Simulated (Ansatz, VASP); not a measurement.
## One calculation of MgO, two programs

INCAR

```
PREC = Accurate
ENCUT = 840
EDIFF = 1E-6
ISMEAR = -1
SIGMA = 0.01
LREAL = F
LASPH = T
NELM = 120
ALGO = Normal
ISIF = 2
LWAVE = F
LCHARG = F
GGA = PE
NBANDS = 15
GGA_COMPAT = F
```

Contents of KPOINTS:

```
regular mesh
0
Gamma
  9 9 9
```

Contents of POSCAR:

```
MgO
1.0
    0.0000000000      2.1544500000      2.1544500000
    2.1544500000      0.0000000000      2.1544500000
    2.1544500000      2.1544500000      0.0000000000
Mg O
1 1
Direct
    0.0000000000      0.0000000000      0.0000000000
    0.5000000000      0.5000000000      0.5000000000
```

Input for Ansatz:

```yaml
crystal:
  lattice:
    - [0.0, 2.15445, 2.15445]
    - [2.15445, 0.0, 2.15445]
    - [2.15445, 2.15445, 0.0]
  atoms:
    - { symbol: Mg, position: [0.0, 0.0, 0.0] }
    - { symbol: O, position: [0.5, 0.5, 0.5] }
hamiltonian:
  xc: pbe
  pseudopotentials: { kind: paw }
basis:
  ecutwfc: 420
kpoints:
  mp_grid: { grid: [9, 9, 9] }
scf:
  occupations: { method: fermi_dirac, width: 0.01 }
  lower_state_search: "off"
  algorithm: density_mixing
  max_iter: 50
  mixing: {}
output:
  forces: true
  stress: true
```

Alike in both runs: task single point; functional PBE; k mesh 9 × 9 × 9; occupations fermi-dirac, width 0.01 eV; no spin polarisation.

|  | VASP | Ansatz |
| --- | --- | --- |
| version | VASP 6.6.1 | Ansatz 0.2.0 |
| potentials or method | VASP PAW PBE potentials, release 64 (Mg_sv, O), cutoff 840 eV | PAW, plane waves, scalar-relativistic |
| valence electrons in the cell | 16 | 16 |

```csv
,VASP,Ansatz,Ansatz less VASP
pressure (GPa),-5.3,-5.3,+0.01
```
